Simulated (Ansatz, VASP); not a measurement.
## AlN: VASP beside Ansatz

Contents of POSCAR:

```
AlN
1.0
    3.0753108682      0.0000000000      0.0000000000
   -1.5376554341      2.6632973364      0.0000000000
    0.0000000000      0.0000000000      4.9282993092
Al N
2 2
Direct
    0.3333333333      0.6666666667     -0.0032954729
    0.6666666667      0.3333333333      0.4967045271
    0.3333333333      0.6666666667      0.3782954729
    0.6666666667      0.3333333333      0.8782954729
```

The input INCAR.step1:

```
  PREC = Accurate
  ENCUT = 520
  ISMEAR = 0
  SIGMA = 0.01
  LREAL = F
  LASPH = T
  NELM = 60
  NBANDS = 16
  GGA = PE
  ALGO = Normal
  EDIFF = 1E-4
  LWAVE = T
  LCHARG = F
```

File INCAR.step2:

```
  PREC = Accurate
  ENCUT = 520
  EDIFF = 1E-6
  ISMEAR = 0
  SIGMA = 0.01
  LREAL = F
  LASPH = T
  NELM = 60
  ALGO = Normal
  ISIF = 2
  LWAVE = F
  LCHARG = F
  METAGGA = R2SCAN
  LMIXTAU = T
  NBANDS = 16
  ISTART = 1
```

Contents of KPOINTS:

```
Automatic mesh
0
Gamma
  9 9 4
```

Input for Ansatz:

```yaml
crystal:
  lattice:
    - [3.0753108682, 0.0, 0.0]
    - [-1.5376554341, 2.6632973364, 0.0]
    - [0.0, 0.0, 4.9282993092]
  atoms:
    - { symbol: Al, position: [0.3333333333, 0.6666666667, -0.0032954729] }
    - { symbol: Al, position: [0.6666666667, 0.3333333333, 0.4967045271] }
    - { symbol: "N", position: [0.3333333333, 0.6666666667, 0.3782954729] }
    - { symbol: "N", position: [0.6666666667, 0.3333333333, 0.8782954729] }
kpoints:
  mp_grid: { grid: [9, 9, 4] }
hamiltonian:
  xc: r2scan
scf:
  occupations: { method: fixed }
  n_extra_bands: 5
output:
  forces: true
  stress: true
  eigenvalues: true
```

Alike in both runs: task single point; functional r2SCAN; k mesh 9 × 9 × 4; no spin polarisation.

|  | VASP | Ansatz |
| --- | --- | --- |
| version | VASP 6.6.1 | Ansatz 0.2.0 |
| potentials or method | VASP PAW PBE potentials, release 64 (Al, N) | plane waves, PAW |
| plane-wave cutoff (eV) | 520 | 500 |
| occupations | gaussian, width 0.01 eV | fixed |
| valence electrons in the cell | 16 | 16 |

Ansatz gave:

```
gap on the k mesh at the Fermi level (eV)                     : 5.16
pressure (GPa)                                                : 6.8
traceless stress, the component that is largest in VASP (GPa) : -0.32
rms of the force components (eV/Å)                            : 0.008
```

Problem. Which values does VASP return?

Solution. gap on the k mesh at the Fermi level (eV): 5.21; pressure (GPa): 6.4; traceless stress, the component that is largest in VASP (GPa): -0.30; rms of the force components (eV/Å): 0.009.

VASP's potentials were made for PBE, not for r2SCAN. Atom by atom the forces differ by 0.001 eV/Å (rms over components).
